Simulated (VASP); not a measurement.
# Sb (P6/mmm) in VASP: notebook

The runs below take Sb through single point, with PBE.

Program: VASP 6.6.1. These are calculated values, not measurements. Logs are shortened: lines on timing, memory, paths and dates and some standing lists are left out, and cuts for length are marked.

**1. The cell of the first run**

The structure is hexagonal, space group P6/mmm (No. 191). Conventional cell: a = 5.435 Å, b = 5.435 Å, c = 3.241 Å, α = 90.00°, β = 90.00°, γ = 120.00°. Sb (site symmetry 6/mmm) has 14 Sb at 3.24 to 3.53 Å within 4.3 Å. Sb (site symmetry -6m2) has 11 Sb at 3.14 to 3.53 Å within 4.1 Å.

This isn't the form of Sb at room conditions, which is rhombohedral.

**2. Single point, PBE**

File INCAR:

```
PREC = Accurate
ENCUT = 520
EDIFF = 1E-7
ISMEAR = -1
SIGMA = 0.1
LREAL = False
LASPH = True
NELM = 100
ALGO = Normal
ISIF = 2
LWAVE = False
LCHARG = False
GGA = PE
NBANDS = 14
```

File KPOINTS:

```
Automatic mesh
0
Gamma
  7 7 10
```

File POSCAR:

```
Sb
1.0
    5.4352300737      0.0000000000      0.0000000000
   -2.7176150368      4.7070473193      0.0000000000
    0.0000000000      0.0000000000      3.2405322130
Sb
3
Direct
    0.0000000000      0.0000000000      1.0000000000
    0.3333333333      0.6666666667      0.5000000000
    0.6666666667      0.3333333333      0.5000000000
```

Potentials or basis: VASP PAW PBE potentials, release 64 (Sb).

Command:

```bash
$ cat potpaw_PBE.64/Sb/POTCAR > POTCAR
$ mpirun -np 1 vasp_std > vasp.out
```

OUTCAR:

```text
PREC = Accurate
   ENCUT = 520
   EDIFF = 1E-7
   ISMEAR = -1
   LREAL = False
   LASPH = True
   NELM = 100
   ISIF = 2
   GGA = PE

 ion  position               nearest neighbor table
   1  0.000  0.000  0.000-   2 3.53   3 3.53   2 3.53   3 3.53   3 3.53   3 3.53   2 3.53   2 3.53
                             3 3.53   3 3.53   2 3.53   2 3.53
   2  0.333  0.667  0.500-   3 3.14   3 3.14   3 3.14   1 3.53   1 3.53   1 3.53   1 3.53   1 3.53
                             1 3.53
   3  0.667  0.333  0.500-   2 3.14   2 3.14   2 3.14   1 3.53   1 3.53   1 3.53   1 3.53   1 3.53
                             1 3.53

  LATTYP: Found a hexagonal cell.
 ALAT       =     5.4352300737
 C/A-ratio  =     0.5962088392

  Lattice vectors:

 A1 = (   5.4352300737,   0.0000000000,   0.0000000000)
 A2 = (  -2.7176150368,   4.7070473193,   0.0000000000)
 A3 = (   0.0000000000,   0.0000000000,   3.2405322130)

Analysis of symmetry for initial positions (statically):
=====================================================================
 Subroutine PRICEL returns:
 Original cell was already a primitive cell.

 Routine SETGRP: Setting up the symmetry group for a
 hexagonal supercell.

 Subroutine GETGRP returns: Found 24 space group operations
 (whereof 24 operations were pure point group operations)
 out of a pool of 24 trial point group operations.

The static configuration has the point symmetry D_6h.

Analysis of symmetry for dynamics (positions and initial velocities):
=====================================================================
 Subroutine PRICEL returns:
 Original cell was already a primitive cell.

 Routine SETGRP: Setting up the symmetry group for a
 hexagonal supercell.

 Subroutine GETGRP returns: Found 24 space group operations
 (whereof 24 operations were pure point group operations)
 out of a pool of 24 trial point group operations.

The dynamic configuration has the point symmetry D_6h.

 Subroutine INISYM returns: Found 24 space group operations
 (whereof 24 operations are pure point group operations),
 and found     1 'primitive' translations

----------------------------------------------------------------------------------------

                                     Primitive cell

  volume of cell :      82.9054

  direct lattice vectors                    reciprocal lattice vectors
     5.435230074  0.000000000  0.000000000     0.183984852  0.106223704  0.000000000
    -2.717615037  4.707047319  0.000000000     0.000000000  0.212447408  0.000000000
     0.000000000  0.000000000  3.240532213     0.000000000  0.000000000  0.308591285

  length of vectors
     5.435230074  5.435230074  3.240532213     0.212447408  0.212447408  0.308591285

  position of ions in fractional coordinates (direct lattice)
     0.000000000  0.000000000  0.000000000
     0.333333333  0.666666667  0.500000000
     0.666666667  0.333333333  0.500000000

  ion indices of the primitive-cell ions
   primitive index   ion index
                 1           1
                 2           2
                 3           3

----------------------------------------------------------------------------------------

 KPOINTS: Automatic mesh

Automatic generation of k-mesh.
 Grid dimensions read from file:
 generate k-points for:    7    7   10

 Generating k-lattice:

  Cartesian coordinates                     Fractional coordinates (reciprocal lattice)
     0.026283550  0.015174815  0.000000000     0.142857143  0.000000000  0.000000000
     0.000000000  0.030349630  0.000000000     0.000000000  0.142857143  0.000000000
     0.000000000  0.000000000  0.030859129     0.000000000  0.000000000  0.100000000

  Length of vectors
     0.030349630  0.030349630  0.030859129

  Shift w.r.t. Gamma in fractional coordinates (k-lattice)
     0.000000000  0.000000000  0.000000000

 Subroutine IBZKPT returns following result:
 ===========================================

 Found     48 irreducible k-points:

 Following reciprocal coordinates:
            Coordinates               Weight
  0.000000  0.000000  0.000000      1.000000
  0.142857 -0.000000  0.000000      6.000000
  0.285714 -0.000000  0.000000      6.000000
  0.428571  0.000000  0.000000      6.000000
  0.142857  0.142857  0.000000      6.000000
  0.285714  0.142857  0.000000     12.000000
[... 16 lines left out ...]
  0.428571  0.142857  0.200000     12.000000
  0.285714  0.285714  0.200000     12.000000
 [... further k-points ...]
   k-points           NKPTS =     48   k-points in BZ     NKDIM =     48   number of bands    NBANDS=     14
   number of dos      NEDOS =    301   number of ions     NIONS =      3
   total plane-waves  NPLWV =  38400
   dimension x,y,z NGX =    40 NGY =   40 NGZ =   24
   dimension x,y,z NGXF=    80 NGYF=   80 NGZF=   48
   ions per type =               3
   NGX,Y,Z   is equivalent  to a cutoff of  12.23, 12.23, 12.31 a.u.
   NGXF,Y,Z  is equivalent  to a cutoff of  24.47, 24.47, 24.62 a.u.
 SYSTEM =  unknown system
   PREC   = accura    normal or accurate (medium, high low for compatibility)
   ISTART =      0    job   : 0-new  1-cont  2-samecut
   ICHARG =      2    charge: 1-file 2-atom 10-const
   ISPIN  =      1    spin polarized calculation?
   LNONCOLLINEAR =      F non collinear calculations
   LSORBIT =      F    spin-orbit coupling
   LASPH  =      T    aspherical Exc in radial PAW
   ENCUT  =  520.0 eV  38.22 Ry    6.18 a.u.  10.11 10.11  6.03*2*pi/ulx,y,z
   NELM   =    100;   NELMIN=  2; NELMDL= -5     # of ELM steps
   EDIFF  = 0.1E-06   stopping-criterion for ELM
   LREAL  =      F    real-space projection
   EDIFFG = 0.1E-05   stopping-criterion for IOM
   NSW    =      0    number of steps for IOM
   IBRION =     -1    ionic relax: 0-MD 1-quasi-New 2-CG
   NFREE  =      0    steps in history (QN), initial steepest desc. (CG)
   ISIF   =      2    stress and relaxation
   ISYM   =      2    0-nonsym 1-usesym 2-fastsym
   POTIM  = 0.5000    time-step for ionic-motion
   TEBEG  =    0.0;   TEEND  =   0.0 temperature during run
   PSTRESS=    0.0 pullay stress
   NELECT =      15.0000    total number of electrons
   NUPDOWN=      -1.0000    fix difference up-down
   EMIN   =  10.00;   EMAX   =-10.00  energy-range for DOS
   EFERMI =   0.00;   METHOD = LEGACY
   ISMEAR =    -1;   SIGMA  =   0.10  broadening in eV -4-tet -1-fermi 0-gaus
   EFERMI_NEDOS =   21; number of points for ismear=-14 and -15
   IALGO  =     38    algorithm
   IMIX   =      4    mixing-type and parameters
     AMIX     =   0.40;   BMIX     =  1.00
     AMIX_MAG =   1.60;   BMIX_MAG =  1.00
  volume/ion in A,a.u.               =      27.64       186.49
  Fermi-wavevector in a.u.,A,eV,Ry     =   0.925929  1.749752 11.664878  0.857344
  Thomas-Fermi vector in A             =   2.051836
   LORBIT       =      0    0 simple, 1 ext, 2 COOP (PROOUT), +10 PAW based schemes
   GGA     = PE    functional components
   LHFCALC =     F    Hartree Fock is set to
   AEXX    =    0.0000 exact exchange contribution
   IVDW    =     0    specifies the selected vdW correction
   LEPSILON=     F    determine dielectric tensor
   LRPA    =     F    only Hartree local field effects (RPA)
 non-spin polarized calculation
  energy-cutoff  :      520.00
  volume of cell :       82.91
 maximum number of plane-waves:      2256
   NGX = 21   NGY = 21   NGZ = 13

 number of electron      14.9999999 magnetization

 Free energy of the ion-electron system (eV)
  ---------------------------------------------------
  ext. energy  EPLUGINS =         0.00000000
  ---------------------------------------------------
  free energy    TOTEN  =       -11.69400796 eV

  energy without entropy =      -11.61986601  energy(sigma->0) =      -11.65693699

 E-fermi :   8.1528     XC(G=0): -10.1064

 val. band max:        8.1483572798   @ k =   0.1429   0.1429   0.4000
 cond. band min:       8.1629897113   @ k =   0.4286   0.0000   0.0000
 fundamental gap:      0.0146324316
 Fermi energy:         8.1527868504

 k-point     1 :       0.0000    0.0000    0.0000
  band No.  band energies     occupation
      1      -4.5676      2.00000
      2      -0.1208      2.00000
      3       0.0956      2.00000
      4       4.2545      2.00000
      5       4.2545      2.00000
      6       4.5245      2.00000
      7       4.5245      2.00000
      8       9.7546      0.00000
      9      13.3143      0.00000
     10      13.3143      0.00000
     11      13.6678      0.00000
     12      13.7163      0.00000
     13      13.7264      0.00000
     14      18.4037      0.00000

 k-point     2 :       0.1429   -0.0000    0.0000
  band No.  band energies     occupation
      1      -4.4314      2.00000
      2      -0.4321      2.00000
      3      -0.2078      2.00000
      4       3.5170      2.00000
      5       4.0510      2.00000
      6       5.5248      2.00000
      7       5.8673      2.00000
      8       9.8956      0.00000
      9      12.2465      0.00000
     10      12.9180      0.00000
     11      13.4551      0.00000
     12      13.5475      0.00000
     13      13.7965      0.00000
     14      17.6275      0.00000

 k-point     3 :       0.2857   -0.0000    0.0000
  band No.  band energies     occupation
      1      -4.0250      2.00000
      2      -1.3888      2.00000
      3      -0.5624      2.00000
      4       2.9374      2.00000
      5       4.8693      2.00000
      6       6.8830      1.99999
      7       7.8694      1.88895
      8      10.2309      0.00000
      9      10.3097      0.00000
     10      11.7481      0.00000
     11      12.7201      0.00000
     12      13.2524      0.00000
     13      14.1613      0.00000
     14      16.2816      0.00000

 k-point     4 :       0.4286    0.0000    0.0000
  band No.  band energies     occupation
      1      -3.3590      2.00000
      2      -2.4492      2.00000
      3      -0.7588      2.00000
      4       2.6441      2.00000
      5       6.3195      2.00000
      6       8.1630      0.94903
      7       8.4301      0.11762
      8       9.7938      0.00000
      9      10.1485      0.00000
     10      10.9682      0.00000
     11      11.8120      0.00000
     12      13.0611      0.00000
     13      14.6968      0.00000
     14      14.8696      0.00000

 k-point     5 :       0.1429    0.1429    0.0000
  band No.  band energies     occupation
      1      -4.1600      2.00000
      2      -0.8542      2.00000
      3      -0.7945      2.00000
      4       3.6787      2.00000
      5       3.8572      2.00000
      6       6.9725      1.99999
      7       7.0021      1.99998
      8      10.1730      0.00000
      9      10.6393      0.00000
     10      12.4260      0.00000
     11      13.1232      0.00000
[... 276 lines left out ...]
 k-point    22 :       0.2857    0.1429    0.2000
  band No.  band energies     occupation
      1      -3.0783      2.00000
      2      -1.3310      2.00000
      3      -0.6495      2.00000
      4       3.8969      2.00000
      5       5.3182      2.00000
      6       7.0773      1.99996
      7       8.0853      1.32540
      8       8.6333      0.01624
      9       9.3024      0.00002
     10       9.7963      0.00000
     11       9.8989      0.00000
     12      11.5224      0.00000
     13      14.6812      0.00000
     14      15.5799      0.00000

 k-point    23 :       0.4286    0.1429    0.2000
  band No.  band energies     occupation
      1      -2.3654      2.00000
      2      -2.2332      2.00000
      3      -0.7566      2.00000
      4       3.7839      2.00000
      5       6.5135      2.00000
      6       6.8526      2.00000
      7       7.9950      1.65773
      8       8.1151      1.18604
      9       9.2517      0.00003
     10      10.1693      0.00000
     11      10.6665      0.00000
     12      11.0457      0.00000
     13      14.3828      0.00000
     14      15.0033      0.00000

 k-point    24 :       0.2857    0.2857    0.2000
  band No.  band energies     occupation
      1      -2.4332      2.00000
      2      -1.6059      2.00000
      3      -1.5300      2.00000
      4       4.9041      2.00000
      5       5.4551      2.00000
      6       6.8520      2.00000
      7       7.6350      1.98878
      8       8.2652      0.49035
      9       8.8208      0.00251
     10      10.8262      0.00000
     11      10.8390      0.00000
     12      11.6058      0.00000
     13      15.3085      0.00000
     14      15.4568      0.00000

 [... further k-points ...]

------------------------ aborting loop because EDIFF is reached ----------------------------------------

  FORCE on cell =-STRESS in cart. coord.  units (eV):
  Direction    XX          YY          ZZ          XY          YZ          ZX
  --------------------------------------------------------------------------------------
  -------------------------------------------------------------------------------------
  Total       -0.0637166     -0.0637166     -0.0471879     -0.0000000      0.0000000      0.0000000
  in kB       -1.2313468     -1.2313468     -0.9119238     -0.0000000      0.0000000      0.0000000
  external PRESSURE =      -1.1248725 kB  Pullay stress =       0.0000000 kB

 VOLUME and BASIS-vectors are now :
 -----------------------------------------------------------------------------
  energy-cutoff  :      520.00
  volume of cell :       82.91
      direct lattice vectors                 reciprocal lattice vectors
     5.435230074  0.000000000  0.000000000     0.183984852  0.106223704  0.000000000
    -2.717615037  4.707047319  0.000000000     0.000000000  0.212447408  0.000000000
     0.000000000  0.000000000  3.240532213     0.000000000  0.000000000  0.308591285

 POSITION                                       TOTAL-FORCE (eV/Angst)
 -----------------------------------------------------------------------------------
      0.00000      0.00000      0.00000         0.000000      0.000000      0.000000
     -0.00000      3.13803      1.62027        -0.000000     -0.000000     -0.000000
      2.71762      1.56902      1.62027         0.000000      0.000000      0.000000
 -----------------------------------------------------------------------------------
    total drift:                                0.000000     -0.000000      0.000000

  FREE ENERGIE OF THE ION-ELECTRON SYSTEM (eV)
  ---------------------------------------------------
  free  energy   TOTEN  =       -11.6940079586 eV

  energy  without entropy=      -11.6198660123  energy(sigma->0) =      -11.65693699
```

Wall time 49 s (1 thread of Intel Xeon 8259CL, shared host); peak memory 0.2 GiB.

What came out:

```
Free energy            : -11.6940 eV
Pressure               : -0.1 GPa
Band gap on the k mesh : zero (an odd number of electrons rules out a gap without spin polarisation)
```

Levels at points of the mesh, in eV from the Fermi level:
```csv
k point,band 5,band 6,band 7,band 8,band 9,band 10,band 11,band 12
"(0.00, 0.00, 0.00)",-3.90,-3.63,-3.63,1.60,5.16,5.16,5.52,5.56
"(0.00, 0.00, 0.50)",-2.77,-2.10,-2.10,-2.04,-0.54,-0.54,0.50,0.50
```

Caveat: spin-orbit coupling is left out, which moves the levels of the heavy elements.

(Continued in part 2 of 2.)

The gap in the log of VASP goes by the Fermi energy; the results here count the filled bands.